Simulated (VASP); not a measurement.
# GaN (F-43m) in VASP: notebook

Aim: see how the results for GaN move with the level of theory and the settings. Levels: PBE, revPBE+D3(BJ). Tasks: single point, relaxation of cell and atoms.

Program: VASP 6.6.1. These are calculated values, not measurements. Logs are shortened: lines on timing, memory, paths and dates and some standing lists are left out, and cuts for length are marked.

**1. The cell of the first run**

The structure is cubic, space group F-43m (No. 216). The conventional cell has a = 4.507 Å, b = 4.507 Å, c = 4.507 Å, α = 90.00°, β = 90.00°, γ = 90.00°. Ga (site symmetry -43m) has 4 N at 1.95 Å within 2.6 Å. N (site symmetry -43m) has 4 Ga at 1.95 Å within 2.6 Å.

**2. Single point, PBE**

INCAR

```
  ALGO = Normal
  EDIFF = 1E-6
  ENCUT = 520
  GGA = PE
  ISIF = 2
  ISMEAR = -1
  LASPH = T
  LCHARG = F
  LREAL = F
  LWAVE = F
  NBANDS = 16
  NELM = 60
  PREC = Accurate
  SIGMA = 0.02
```

KPOINTS

```
k-points
0
Gamma
  4 4 4
```

POSCAR

```
GaN
1.0
    0.0000000000      2.2535006075      2.2535006075
    2.2535006075      0.0000000000      2.2535006075
    2.2535006075      2.2535006075      0.0000000000
Ga N
1 1
Direct
    0.0000000000      0.0000000000      0.0000000000
    0.2500000000      0.2500000000      0.2500000000
```

Potentials or basis: VASP PAW PBE potentials, release 64 (Ga_d, N).

Started as:

```sh
cat potpaw_PBE.64/Ga_d/POTCAR potpaw_PBE.64/N/POTCAR > POTCAR
mpirun -np 1 vasp_std > vasp.out
```

OUTCAR:

```text
EDIFF = 1E-6
   ENCUT = 520
   GGA = PE
   ISIF = 2
   ISMEAR = -1
   LASPH = T
   LREAL = F
   NELM = 60
   PREC = Accurate

 ion  position               nearest neighbor table
   1  0.000  0.000  0.000-   2 1.95   2 1.95   2 1.95   2 1.95
   2  0.250  0.250  0.250-   1 1.95   1 1.95   1 1.95   1 1.95

  LATTYP: Found a face centered cubic cell.
 ALAT       =     4.5070012150

  Lattice vectors:

 A1 = (   0.0000000000,   2.2535006075,   2.2535006075)
 A2 = (   2.2535006075,   0.0000000000,   2.2535006075)
 A3 = (   2.2535006075,   2.2535006075,   0.0000000000)

Analysis of symmetry for initial positions (statically):
=====================================================================
 Subroutine PRICEL returns:
 Original cell was already a primitive cell.

 Routine SETGRP: Setting up the symmetry group for a
 face centered cubic supercell.

 Subroutine GETGRP returns: Found 24 space group operations
 (whereof 24 operations were pure point group operations)
 out of a pool of 48 trial point group operations.

The static configuration has the point symmetry T_d .

Analysis of symmetry for dynamics (positions and initial velocities):
=====================================================================
 Subroutine PRICEL returns:
 Original cell was already a primitive cell.

 Routine SETGRP: Setting up the symmetry group for a
 face centered cubic supercell.

 Subroutine GETGRP returns: Found 24 space group operations
 (whereof 24 operations were pure point group operations)
 out of a pool of 48 trial point group operations.

The dynamic configuration has the point symmetry T_d .

 Subroutine INISYM returns: Found 24 space group operations
 (whereof 24 operations are pure point group operations),
 and found     1 'primitive' translations

----------------------------------------------------------------------------------------

                                     Primitive cell

  volume of cell :      22.8877

  direct lattice vectors                    reciprocal lattice vectors
     0.000000000  2.253500607  2.253500607    -0.221877020  0.221877020  0.221877020
     2.253500607  0.000000000  2.253500607     0.221877020 -0.221877020  0.221877020
     2.253500607  2.253500607  0.000000000     0.221877020  0.221877020 -0.221877020

  length of vectors
     3.186931122  3.186931122  3.186931122     0.384302272  0.384302272  0.384302272

  position of ions in fractional coordinates (direct lattice)
     0.000000000  0.000000000  0.000000000
     0.250000000  0.250000000  0.250000000

  ion indices of the primitive-cell ions
   primitive index   ion index
                 1           1
                 2           2

----------------------------------------------------------------------------------------

 KPOINTS: k-points

Automatic generation of k-mesh.
 Grid dimensions read from file:
 generate k-points for:    4    4    4

 Generating k-lattice:

  Cartesian coordinates                     Fractional coordinates (reciprocal lattice)
    -0.055469255  0.055469255  0.055469255     0.250000000  0.000000000  0.000000000
     0.055469255 -0.055469255  0.055469255     0.000000000  0.250000000  0.000000000
     0.055469255  0.055469255 -0.055469255     0.000000000  0.000000000  0.250000000

  Length of vectors
     0.096075568  0.096075568  0.096075568

  Shift w.r.t. Gamma in fractional coordinates (k-lattice)
     0.000000000  0.000000000  0.000000000

 Subroutine IBZKPT returns following result:
 ===========================================

 Found      8 irreducible k-points:

 Following reciprocal coordinates:
            Coordinates               Weight
  0.000000  0.000000  0.000000      1.000000
  0.250000  0.000000  0.000000      8.000000
  0.500000  0.000000  0.000000      4.000000
  0.250000  0.250000  0.000000      6.000000
  0.500000  0.250000  0.000000     24.000000
 -0.250000  0.250000  0.000000     12.000000
  0.500000  0.500000  0.000000      3.000000
 -0.250000  0.500000  0.250000      6.000000
   k-points           NKPTS =      8   k-points in BZ     NKDIM =      8   number of bands    NBANDS=     16
   number of dos      NEDOS =    301   number of ions     NIONS =      2
   total plane-waves  NPLWV =  13824
   dimension x,y,z NGX =    24 NGY =   24 NGZ =   24
   dimension x,y,z NGXF=    48 NGYF=   48 NGZF=   48
   ions per type =               1   1
   NGX,Y,Z   is equivalent  to a cutoff of  12.52, 12.52, 12.52 a.u.
   NGXF,Y,Z  is equivalent  to a cutoff of  25.04, 25.04, 25.04 a.u.
 SYSTEM =  unknown system
   PREC   = accura    normal or accurate (medium, high low for compatibility)
   ISTART =      0    job   : 0-new  1-cont  2-samecut
   ICHARG =      2    charge: 1-file 2-atom 10-const
   ISPIN  =      1    spin polarized calculation?
   LNONCOLLINEAR =      F non collinear calculations
   LSORBIT =      F    spin-orbit coupling
   LASPH  =      T    aspherical Exc in radial PAW
   ENCUT  =  520.0 eV  38.22 Ry    6.18 a.u.   5.93  5.93  5.93*2*pi/ulx,y,z
   NELM   =     60;   NELMIN=  2; NELMDL= -5     # of ELM steps
   EDIFF  = 0.1E-05   stopping-criterion for ELM
   LREAL  =      F    real-space projection
   EDIFFG = 0.1E-04   stopping-criterion for IOM
   NSW    =      0    number of steps for IOM
   IBRION =     -1    ionic relax: 0-MD 1-quasi-New 2-CG
   NFREE  =      0    steps in history (QN), initial steepest desc. (CG)
   ISIF   =      2    stress and relaxation
   ISYM   =      2    0-nonsym 1-usesym 2-fastsym
   POTIM  = 0.5000    time-step for ionic-motion
   TEBEG  =    0.0;   TEEND  =   0.0 temperature during run
   PSTRESS=    0.0 pullay stress
   NELECT =      18.0000    total number of electrons
   NUPDOWN=      -1.0000    fix difference up-down
   EMIN   =  10.00;   EMAX   =-10.00  energy-range for DOS
   EFERMI =   0.00;   METHOD = LEGACY
   ISMEAR =    -1;   SIGMA  =   0.02  broadening in eV -4-tet -1-fermi 0-gaus
   EFERMI_NEDOS =   21; number of points for ismear=-14 and -15
   IALGO  =     38    algorithm
   IMIX   =      4    mixing-type and parameters
     AMIX     =   0.40;   BMIX     =  1.00
     AMIX_MAG =   1.60;   BMIX_MAG =  1.00
  volume/ion in A,a.u.               =      11.44        77.23
  Fermi-wavevector in a.u.,A,eV,Ry     =   1.511117  2.855596 31.068543  2.283473
  Thomas-Fermi vector in A             =   2.621216
   LORBIT       =      0    0 simple, 1 ext, 2 COOP (PROOUT), +10 PAW based schemes
   GGA     = PE    functional components
   LHFCALC =     F    Hartree Fock is set to
   AEXX    =    0.0000 exact exchange contribution
   IVDW    =     0    specifies the selected vdW correction
   LEPSILON=     F    determine dielectric tensor
   LRPA    =     F    only Hartree local field effects (RPA)
 non-spin polarized calculation
  energy-cutoff  :      520.00
  volume of cell :       22.89
 maximum number of plane-waves:       636
   NGX = 11   NGY = 11   NGZ = 11

 number of electron      18.0000004 magnetization

 Free energy of the ion-electron system (eV)
  ---------------------------------------------------
  ext. energy  EPLUGINS =         0.00000000
  ---------------------------------------------------
  free energy    TOTEN  =       -12.07966704 eV

  energy without entropy =      -12.07966704  energy(sigma->0) =      -12.07966704

 E-fermi :   5.7904     XC(G=0): -11.6560

 val. band max:        5.3290123285   @ k =   0.0000   0.0000   0.0000
 cond. band min:       7.0335294857   @ k =   0.0000   0.0000   0.0000
 fundamental gap:      1.7045171572
 Fermi energy:         5.7904176764

 k-point     1 :       0.0000    0.0000    0.0000
  band No.  band energies     occupation
      1     -10.6176      2.00000
      2      -8.1605      2.00000
      3      -8.1605      2.00000
      4      -8.1605      2.00000
      5      -7.8427      2.00000
      6      -7.8427      2.00000
[... 8 lines left out ...]
     15      24.1432      0.00000
     16      24.1432      0.00000

 k-point     2 :       0.2500    0.0000    0.0000
  band No.  band energies     occupation
      1     -10.0758      2.00000
      2      -8.0998      2.00000
      3      -8.0998      2.00000
      4      -7.8378      2.00000
      5      -7.8378      2.00000
      6      -7.7917      2.00000
[... 8 lines left out ...]
     15      22.1614      0.00000
     16      22.1614      0.00000

 k-point     3 :       0.5000    0.0000    0.0000
  band No.  band energies     occupation
      1      -9.7174      2.00000
      2      -8.0734      2.00000
      3      -8.0734      2.00000
      4      -7.7954      2.00000
      5      -7.7954      2.00000
      6      -6.5805      2.00000
[... 8 lines left out ...]
     15      24.9603      0.00000
     16      24.9603      0.00000

 k-point     4 :       0.2500    0.2500    0.0000
  band No.  band energies     occupation
      1      -9.9212      2.00000
      2      -8.0187      2.00000
      3      -8.0187      2.00000
      4      -7.9960      2.00000
      5      -7.8043      2.00000
      6      -7.6527      2.00000
[... 8 lines left out ...]
     15      26.6857      0.00000
     16      27.5639      0.00000

 k-point     5 :       0.5000    0.2500    0.0000
  band No.  band energies     occupation
      1      -9.6151      2.00000
      2      -8.0454      2.00000
      3      -7.9614      2.00000
      4      -7.9098      2.00000
      5      -7.7888      2.00000
      6      -6.4164      2.00000
[... 8 lines left out ...]
     15      26.4981      0.00000
     16      26.9463      0.00000

 k-point     6 :      -0.2500    0.2500    0.0000
  band No.  band energies     occupation
      1      -9.6970      2.00000
      2      -8.0625      2.00000
      3      -8.0124      2.00000
      4      -7.8569      2.00000
      5      -7.8522      2.00000
      6      -6.8335      2.00000
[... 8 lines left out ...]
     15      22.6466      0.00000
     16      26.8358      0.00000

 k-point     7 :       0.5000    0.5000    0.0000
  band No.  band energies     occupation
      1      -9.5498      2.00000
      2      -8.0767      2.00000
      3      -7.8577      2.00000
      4      -7.8577      2.00000
      5      -7.7659      2.00000
      6      -6.1503      2.00000
[... 8 lines left out ...]
     15      27.0664      0.00000
     16      29.9065      0.00000

 k-point     8 :      -0.2500    0.5000    0.2500
  band No.  band energies     occupation
      1      -9.5470      2.00000
      2      -8.0131      2.00000
      3      -7.9876      2.00000
      4      -7.8337      2.00000
      5      -7.8319      2.00000
      6      -5.8634      2.00000
[... 8 lines left out ...]
     15      24.6545      0.00000
     16      28.9535      0.00000

------------------------ aborting loop because EDIFF is reached ----------------------------------------

  FORCE on cell =-STRESS in cart. coord.  units (eV):
  Direction    XX          YY          ZZ          XY          YZ          ZX
  --------------------------------------------------------------------------------------
  -------------------------------------------------------------------------------------
  Total        0.7167740      0.7167740      0.7167740      0.0000000      0.0000000      0.0000000
  in kB       50.1752762     50.1752762     50.1752762      0.0000000      0.0000000      0.0000000
  external PRESSURE =      50.1752762 kB  Pullay stress =       0.0000000 kB

 VOLUME and BASIS-vectors are now :
 -----------------------------------------------------------------------------
  energy-cutoff  :      520.00
  volume of cell :       22.89
      direct lattice vectors                 reciprocal lattice vectors
     0.000000000  2.253500607  2.253500607    -0.221877020  0.221877020  0.221877020
     2.253500607  0.000000000  2.253500607     0.221877020 -0.221877020  0.221877020
     2.253500607  2.253500607  0.000000000     0.221877020  0.221877020 -0.221877020

 POSITION                                       TOTAL-FORCE (eV/Angst)
 -----------------------------------------------------------------------------------
      0.00000      0.00000      0.00000         0.000000      0.000000      0.000000
      1.12675      1.12675      1.12675        -0.000000     -0.000000     -0.000000
 -----------------------------------------------------------------------------------
    total drift:                                0.000002      0.000002      0.000002

  FREE ENERGIE OF THE ION-ELECTRON SYSTEM (eV)
  ---------------------------------------------------
  free  energy   TOTEN  =       -12.0796670383 eV

  energy  without entropy=      -12.0796670383  energy(sigma->0) =      -12.07966704
```

Wall time 2.4 s (1 thread of Intel Xeon 6975P-C (Granite Rapids), shared host); peak memory 0.13 GiB.

What came out:

```
Free energy            : -12.0797 eV
Pressure               : 5.0 GPa
Band gap on the k mesh : 1.70 eV, direct
```

Caveat: the k points lie up to 0.60 Å⁻¹ apart.

**3. Single point, revPBE+D3(BJ)**

This run uses another cell than the first one, of 11.48 Å³/atom, 1.003 times its volume.

INCAR

```
SYSTEM = GaN
ALGO = Normal ; EDIFF = 1E-6
ENCUT = 520 ; GGA = RE
ISIF = 2 ; ISMEAR = -1
IVDW = 12 ; LASPH = .True.
LCHARG = .False. ; LREAL = .False.
LWAVE = .False. ; NBANDS = 16
NELM = 60 ; PREC = Accurate
SIGMA = 0.05
```

KPOINTS

```
k-points
0
Gamma
  10 10 10
  0 0 0
```

POSCAR

```
GaN
1.0
    0.0000000000      2.2555449676      2.2555449676
    2.2555449676      0.0000000000      2.2555449676
    2.2555449676      2.2555449676      0.0000000000
Ga N
1 1
Direct
    0.0000000000      0.0000000000      0.0000000000
    0.2500000000      0.2500000000      0.2500000000
```

Potentials or basis: VASP PAW PBE potentials, release 64 (Ga_d, N).

Started as:

```sh
cat potpaw_PBE.64/Ga_d/POTCAR potpaw_PBE.64/N/POTCAR > POTCAR
mpirun -np 1 vasp_std > vasp.out
```

It took 5.9 s on 1 thread of Intel Xeon 6975P-C (Granite Rapids), shared host; peak memory 0.15 GiB.

Results (log left out):

* Free energy: -12.4202 eV
* Pressure: 0.0 GPa
* Band gap on the k mesh: 1.75 eV, direct
* Dispersion energy per atom: -0.490 eV

Levels at points of the mesh, in eV from the valence-band top:
| k point | band 5 | band 6 | band 7 | band 8 | band 9 | band 10 | band 11 | band 12 | band 13 | band 14 |
| --- | --- | --- | --- | --- | --- | --- | --- | --- | --- | --- |
| (0.00, 0.00, 0.00) | -13.13 | -13.13 | 0.00 | 0.00 | 0.00 | 1.75 | 10.34 | 10.34 | 10.34 | 17.70 |
| (0.50, 0.00, 0.00) | -13.08 | -11.90 | -6.99 | -0.96 | -0.96 | 4.68 | 8.78 | 10.40 | 10.40 | 15.72 |
| (0.50, 0.50, 0.00) | -13.05 | -11.48 | -6.09 | -2.68 | -2.68 | 3.39 | 6.72 | 11.79 | 14.01 | 14.01 |

Caveat: the PAW data sets were made with another functional, which shifts forces and pressure a little.

**4. Relaxation of cell and atoms, revPBE+D3(BJ)**

INCAR

```
  ALGO = Normal
  EDIFF = 1E-7
  EDIFFG = -0.005
  ENCUT = 600
  GGA = RE
  IBRION = 2
  ISIF = 3
  ISMEAR = -1
  IVDW = 12
  LASPH = T
  LCHARG = F
  LREAL = F
  LWAVE = F
  NELM = 80
  NSW = 80
  PREC = Accurate
  SIGMA = 0.05
```

KPOINTS

```
k-points
0
Gamma
  10 10 10
```

POSCAR

```
GaN
1.0
    0.0000000000      2.2535006075      2.2535006075
    2.2535006075      0.0000000000      2.2535006075
    2.2535006075      2.2535006075      0.0000000000
Ga N
1 1
Direct
    0.0000000000      0.0000000000      0.0000000000
    0.2500000000      0.2500000000      0.2500000000
```

Started as:

```sh
cat potpaw_PBE.64/Ga_d/POTCAR potpaw_PBE.64/N/POTCAR > POTCAR
mpirun -np 1 vasp_std > vasp.out
```

It took 20 s on 1 thread of Intel Xeon 6975P-C (Granite Rapids), shared host; peak memory 0.18 GiB.

It converged, with:

```yaml
Free_energy: -12.4210 eV
Relaxed_volume: 11.47 Å³/atom
Relaxed_cell: a = 3.189 Å, b = 3.189 Å, c = 3.189 Å, α = 60.00°, β = 60.00°, γ = 60.00°
Space_group_after_relaxing_to_0.05_Å: F-43m (No. 216)
Energy_gained_by_relaxing: 0.0 meV/atom
Ionic_steps: 3
Pressure_after_relaxing: 0.1 GPa
Band_gap_on_the_k_mesh: 1.75 eV, direct
Dispersion_energy_per_atom: -0.490 eV
```

Final structure:
```cif
data_structure
_symmetry_space_group_name_H-M 'P 1'
_symmetry_Int_Tables_number 1
_cell_length_a 3.1893
_cell_length_b 3.1893
_cell_length_c 3.1893
_cell_angle_alpha 60.000
_cell_angle_beta 60.000
_cell_angle_gamma 60.000
_cell_volume 22.94
loop_
_atom_site_label
_atom_site_type_symbol
_atom_site_fract_x
_atom_site_fract_y
_atom_site_fract_z
_atom_site_occupancy
Ga1 Ga 0.00000 0.00000 0.00000 1
N1 N 0.25000 0.25000 0.25000 1
```

Levels at points of the mesh, in eV from the valence-band top:
```
           k point  band 6  band 7  band 8  band 9  band 10  band 11  band 12  band 13
(0.00, 0.00, 0.00)  -13.13    0.00    0.00    0.00     1.75    10.34    10.34    10.34
(0.50, 0.00, 0.00)  -11.90   -6.99   -0.96   -0.96     4.68     8.78    10.40    10.40
(0.50, 0.50, 0.00)  -11.48   -6.09   -2.68   -2.68     3.39     6.72    11.79    14.02
```

Caveat: the PAW data sets were made with another functional, which shifts forces and pressure a little.

**5. Summary**

| task | level | cell | k mesh | cutoff (eV) | smearing | gap on the mesh (eV) | pressure (GPa) |
| --- | --- | --- | --- | --- | --- | --- | --- |
| single point | PBE | a = 3.187 Å, angles 60.0°, 2 atoms | 4 × 4 × 4 | 520 | fermi-dirac 0.02 eV | 1.70 | 5.0 |
| single point | revPBE+D3(BJ) | a = 3.190 Å, angles 60.0°, 2 atoms | 10 × 10 × 10 | 520 | fermi-dirac 0.05 eV | 1.75 | 0.0 |
| relaxation of cell and atoms | revPBE+D3(BJ) | relaxed from a = 3.187 Å, angles 60.0°, 2 atoms | 10 × 10 × 10 | 600 | fermi-dirac 0.05 eV | 1.75 | 0.1 |

Alike in all rows: potentials or basis VASP PAW PBE potentials, release 64 (Ga_d, N); no spin polarisation.

Caveats: some runs use coarse meshes; the PAW data sets were made with another functional, which shifts forces and pressure a little (some runs).

Absolute energies hang on the potentials; compare differences alone.
